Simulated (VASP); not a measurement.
# WC (Qusongite) in VASP: notebook, part 2 of 2

VASP 6.6.1. Earlier steps stand in the parts before.

## 6. Single point, PBEsol+D4

This run uses another cell than the first one, of 10.19 Å³/atom, 0.982 times its volume.

File INCAR:

```
SYSTEM = WC
PREC     = Accurate       ! precision mode
ENCUT    = 520            ! plane-wave cutoff, eV
EDIFF    = 1E-6           ! SCF threshold, eV
ISMEAR   = -1             ! smearing method
SIGMA    = 0.05           ! smearing width, eV
LREAL    = .FALSE.        ! projectors in reciprocal space
LASPH    = .TRUE.         ! aspherical terms in the spheres
NELM     = 60             ! most SCF steps
ALGO     = Normal         ! electronic algorithm
ISIF     = 2              ! what is computed and relaxed
LWAVE    = .FALSE.        ! write WAVECAR
LCHARG   = .FALSE.        ! write CHGCAR
GGA      = PS             ! functional
IVDW     = 13             ! dispersion correction
NBANDS   = 16             ! bands
```

File KPOINTS:

```
Automatic mesh
0
G
  10 10 9
  0 0 0
```

File POSCAR:

```
WC
1.0
    2.8893218776      0.0000000000      0.0000000000
   -1.4446609388      2.5022261457      0.0000000000
    0.0000000000      0.0000000000      2.8182917642
W C
1 1
Direct
    0.0000000000      0.0000000000      0.0000000000
    0.6666666667      0.3333333333      0.5000000000
```

Potentials or basis: VASP PAW PBE potentials, release 64 (W_sv, C).

Started as:

```sh
$ cat potpaw_PBE.64/W_sv/POTCAR potpaw_PBE.64/C/POTCAR > POTCAR
$ mpirun -np 1 vasp_std > vasp.out
```

OUTCAR:

```text
SYSTEM = WC
   PREC = Accurate
   ENCUT = 520
   EDIFF = 1E-6
   ISMEAR = -1
   LREAL = .FALSE.
   LASPH = .TRUE.
   NELM = 60
   ISIF = 2
   GGA = PS
   IVDW = 13

 ion  position               nearest neighbor table
   1  0.000  0.000  0.000-   2 2.18   2 2.18   2 2.18   2 2.18   2 2.18   2 2.18
   2  0.667  0.333  0.500-   1 2.18   1 2.18   1 2.18   1 2.18   1 2.18   1 2.18

  LATTYP: Found a hexagonal cell.
 ALAT       =     2.8893218776
 C/A-ratio  =     0.9754163377

  Lattice vectors:

 A1 = (   2.8893218776,   0.0000000000,   0.0000000000)
 A2 = (  -1.4446609388,   2.5022261457,   0.0000000000)
 A3 = (   0.0000000000,   0.0000000000,   2.8182917642)

Analysis of symmetry for initial positions (statically):
=====================================================================
 Subroutine PRICEL returns:
 Original cell was already a primitive cell.

 Routine SETGRP: Setting up the symmetry group for a
 hexagonal supercell.

 Subroutine GETGRP returns: Found 12 space group operations
 (whereof 12 operations were pure point group operations)
 out of a pool of 24 trial point group operations.

The static configuration has the point symmetry D_3h.

Analysis of symmetry for dynamics (positions and initial velocities):
=====================================================================
 Subroutine PRICEL returns:
 Original cell was already a primitive cell.

 Routine SETGRP: Setting up the symmetry group for a
 hexagonal supercell.

 Subroutine GETGRP returns: Found 12 space group operations
 (whereof 12 operations were pure point group operations)
 out of a pool of 24 trial point group operations.

The dynamic configuration has the point symmetry D_3h.

 Subroutine INISYM returns: Found 12 space group operations
 (whereof 12 operations are pure point group operations),
 and found     1 'primitive' translations

----------------------------------------------------------------------------------------

                                     Primitive cell

  volume of cell :      20.3755

  direct lattice vectors                    reciprocal lattice vectors
     2.889321878  0.000000000  0.000000000     0.346101972  0.199822067  0.000000000
    -1.444660939  2.502226146  0.000000000     0.000000000  0.399644134  0.000000000
     0.000000000  0.000000000  2.818291764     0.000000000  0.000000000  0.354824867

  length of vectors
     2.889321878  2.889321878  2.818291764     0.399644134  0.399644134  0.354824867

  position of ions in fractional coordinates (direct lattice)
     0.000000000  0.000000000  0.000000000
     0.666666667  0.333333333  0.500000000

  ion indices of the primitive-cell ions
   primitive index   ion index
                 1           1
                 2           2

----------------------------------------------------------------------------------------

 KPOINTS: Automatic mesh

Automatic generation of k-mesh.
 Grid dimensions read from file:
 generate k-points for:   10   10    9

 Generating k-lattice:

  Cartesian coordinates                     Fractional coordinates (reciprocal lattice)
     0.034610197  0.019982207  0.000000000     0.100000000  0.000000000  0.000000000
     0.000000000  0.039964413  0.000000000     0.000000000  0.100000000  0.000000000
     0.000000000  0.000000000  0.039424985     0.000000000  0.000000000  0.111111111

  Length of vectors
     0.039964413  0.039964413  0.039424985

  Shift w.r.t. Gamma in fractional coordinates (k-lattice)
     0.000000000  0.000000000  0.000000000

 Subroutine IBZKPT returns following result:
 ===========================================

 Found     70 irreducible k-points:

 Following reciprocal coordinates:
            Coordinates               Weight
  0.000000  0.000000  0.000000      1.000000
  0.100000  0.000000  0.000000      6.000000
  0.200000  0.000000  0.000000      6.000000
  0.300000  0.000000  0.000000      6.000000
  0.400000  0.000000  0.000000      6.000000
  0.500000  0.000000  0.000000      3.000000
[... 16 lines left out ...]
  0.300000  0.100000  0.111111     24.000000
  0.400000  0.100000  0.111111     24.000000
 [... further k-points ...]
   k-points           NKPTS =     70   k-points in BZ     NKDIM =     70   number of bands    NBANDS=     16
   number of dos      NEDOS =    301   number of ions     NIONS =      2
   total plane-waves  NPLWV =  13824
   dimension x,y,z NGX =    24 NGY =   24 NGZ =   24
   dimension x,y,z NGXF=    48 NGYF=   48 NGZF=   48
   ions per type =               1   1
   NGX,Y,Z   is equivalent  to a cutoff of  13.81, 13.81, 14.16 a.u.
   NGXF,Y,Z  is equivalent  to a cutoff of  27.62, 27.62, 28.31 a.u.
 SYSTEM =  WC
   PREC   = accura    normal or accurate (medium, high low for compatibility)
   ISTART =      0    job   : 0-new  1-cont  2-samecut
   ICHARG =      2    charge: 1-file 2-atom 10-const
   ISPIN  =      1    spin polarized calculation?
   LNONCOLLINEAR =      F non collinear calculations
   LSORBIT =      F    spin-orbit coupling
   LASPH  =      T    aspherical Exc in radial PAW
   ENCUT  =  520.0 eV  38.22 Ry    6.18 a.u.   5.37  5.37  5.24*2*pi/ulx,y,z
   NELM   =     60;   NELMIN=  2; NELMDL= -5     # of ELM steps
   EDIFF  = 0.1E-05   stopping-criterion for ELM
   LREAL  =      F    real-space projection
   EDIFFG = 0.1E-04   stopping-criterion for IOM
   NSW    =      0    number of steps for IOM
   IBRION =     -1    ionic relax: 0-MD 1-quasi-New 2-CG
   NFREE  =      0    steps in history (QN), initial steepest desc. (CG)
   ISIF   =      2    stress and relaxation
   ISYM   =      2    0-nonsym 1-usesym 2-fastsym
   POTIM  = 0.5000    time-step for ionic-motion
   TEBEG  =    0.0;   TEEND  =   0.0 temperature during run
   PSTRESS=    0.0 pullay stress
   NELECT =      18.0000    total number of electrons
   NUPDOWN=      -1.0000    fix difference up-down
   EMIN   =  10.00;   EMAX   =-10.00  energy-range for DOS
[... 5 lines left out ...]
     AMIX     =   0.40;   BMIX     =  1.00
     AMIX_MAG =   1.60;   BMIX_MAG =  1.00
  volume/ion in A,a.u.               =      10.19        68.75
  Fermi-wavevector in a.u.,A,eV,Ry     =   1.570831  2.968441 33.572521  2.467511
  Thomas-Fermi vector in A             =   2.672506
   LORBIT       =      0    0 simple, 1 ext, 2 COOP (PROOUT), +10 PAW based schemes
   GGA     = PS    functional components
   LHFCALC =     F    Hartree Fock is set to
   AEXX    =    0.0000 exact exchange contribution
   IVDW    =    13    specifies the selected vdW correction
   LEPSILON=     F    determine dielectric tensor
   LRPA    =     F    only Hartree local field effects (RPA)
 non-spin polarized calculation
  energy-cutoff  :      520.00
  volume of cell :       20.38
 maximum number of plane-waves:       569
 NGX is ok and might be reduce to    24
   NGX = 11   NGY = 11   NGZ = 11

 number of electron      18.0000001 magnetization

 Free energy of the ion-electron system (eV)
  ---------------------------------------------------
  ext. energy  EPLUGINS =         0.00000000
  ---------------------------------------------------
  free energy    TOTEN  =       -23.90044596 eV

  energy without entropy =      -23.89864453  energy(sigma->0) =      -23.89954524

 E-fermi :  11.1825     XC(G=0): -14.0298

 val. band max:       11.0813464415   @ k =   0.0000   0.0000   0.3333
 cond. band min:      11.1856411769   @ k =   0.1000   0.0000   0.3333
 fundamental gap:      0.1042947354
 Fermi energy:        11.1825334622

 k-point     1 :       0.0000    0.0000    0.0000
  band No.  band energies     occupation
      1     -62.6977      2.00000
      2     -26.6874      2.00000
      3     -26.5738      2.00000
      4     -26.5738      2.00000
      5      -3.3775      2.00000
      6       6.7597      2.00000
[... 8 lines left out ...]
     15      25.6869      0.00000
     16      28.0615      0.00000
[... 419 lines left out ...]
 k-point    24 :       0.4000    0.1000    0.1111
  band No.  band energies     occupation
      1     -62.6288      2.00000
      2     -27.3886      2.00000
      3     -26.8166      2.00000
      4     -26.6568      2.00000
      5       0.1577      2.00000
      6       4.1838      2.00000
[... 8 lines left out ...]
     15      24.8155      0.00000
     16      28.8431      0.00000

 [... further k-points ...]

------------------------ aborting loop because EDIFF is reached ----------------------------------------

  DFT-D4 for vdW energy calculation

  Edisp (eV):   -0.57491

  FORCE on cell =-STRESS in cart. coord.  units (eV):
  Direction    XX          YY          ZZ          XY          YZ          ZX
  --------------------------------------------------------------------------------------
  -------------------------------------------------------------------------------------
  Total       0.14812     0.14812     0.19898    -0.00000     0.00000     0.00000
  in kB      11.64738    11.64738    15.64601    -0.00000     0.00000     0.00000
  external pressure =       12.98 kB  Pullay stress =        0.00 kB

 VOLUME and BASIS-vectors are now :
 -----------------------------------------------------------------------------
  energy-cutoff  :      520.00
  volume of cell :       20.38
      direct lattice vectors                 reciprocal lattice vectors
     2.889321878  0.000000000  0.000000000     0.346101972  0.199822067  0.000000000
    -1.444660939  2.502226146  0.000000000     0.000000000  0.399644134  0.000000000
     0.000000000  0.000000000  2.818291764     0.000000000  0.000000000  0.354824867

 POSITION                                       TOTAL-FORCE (eV/Angst)
 -----------------------------------------------------------------------------------
      0.00000      0.00000      0.00000        -0.000000      0.000000      0.000000
      1.44466      0.83408      1.40915         0.000000      0.000000      0.000000
 -----------------------------------------------------------------------------------
    total drift:                                0.000000     -0.000000      0.000000

  FREE ENERGIE OF THE ION-ELECTRON SYSTEM (eV)
  ---------------------------------------------------
  free  energy   TOTEN  =       -24.4753539633 eV

  energy  without entropy=      -24.4735525394  energy(sigma->0) =      -24.47445325
```

Wall time 25 s (1 thread of Intel Xeon 8259CL, shared host); peak memory 0.16 GiB.

What came out:

```yaml
Free_energy: -24.4754 eV
Pressure: 1.3 GPa
Band_gap_on_the_k_mesh: zero (band 9 reaches 11.87 eV, above the bottom of band 10 at 10.62 eV)
Dispersion_energy_per_atom: -0.287 eV
```

Caveat: the PAW data sets were made with another functional, which shifts forces and pressure a little; spin-orbit coupling is left out, which moves the levels of the heavy elements; pairwise dispersion overbinds metals, which lowers pressure and volume.

## 7. The runs side by side

```tsv
task	level	cell	k mesh	smearing	gap on the mesh (eV)	pressure (GPa)
relaxation of the atoms	PBE	atoms relaxed from a = 2.907, b = 2.894, c = 2.837 Å, angles 90.0, 90.0, 119.6°, 2 atoms	10 × 10 × 9	fermi-dirac 0.05 eV	none	6.8
single point	PBE	a = 2.906, b = 2.907, c = 2.837 Å, angles 90.0, 90.0, 120.0°, 2 atoms	10 × 10 × 9	gaussian 0.028 eV	none	6.7
single point	PBE	a = 2.906, b = 2.907, c = 2.837 Å, angles 90.0, 90.0, 120.0°, 2 atoms	6 × 6 × 5	fermi-dirac 0.02 eV	none	7.1
single point	RPBE+D3(BJ)	a = 2.825, b = 2.825, c = 2.771 Å, angles 90.0, 90.0, 120.0°, 2 atoms	10 × 10 × 9	fermi-dirac 0.05 eV	none	1.6
single point	PBEsol+D4	a = 2.889, b = 2.889, c = 2.818 Å, angles 90.0, 90.0, 120.0°, 2 atoms	10 × 10 × 9	fermi-dirac 0.05 eV	none	1.3
```

Alike in all rows: potentials or basis VASP PAW PBE potentials, release 64 (W_sv, C); no spin polarisation; cutoff (eV) 520.

Caveats: some runs use coarse meshes; spin-orbit coupling is left out, which moves the levels of the heavy elements; the PAW data sets were made with another functional, which shifts forces and pressure a little (some runs); pairwise dispersion overbinds metals, which lowers pressure and volume (some runs).

Absolute energies hang on the potentials; compare differences alone.
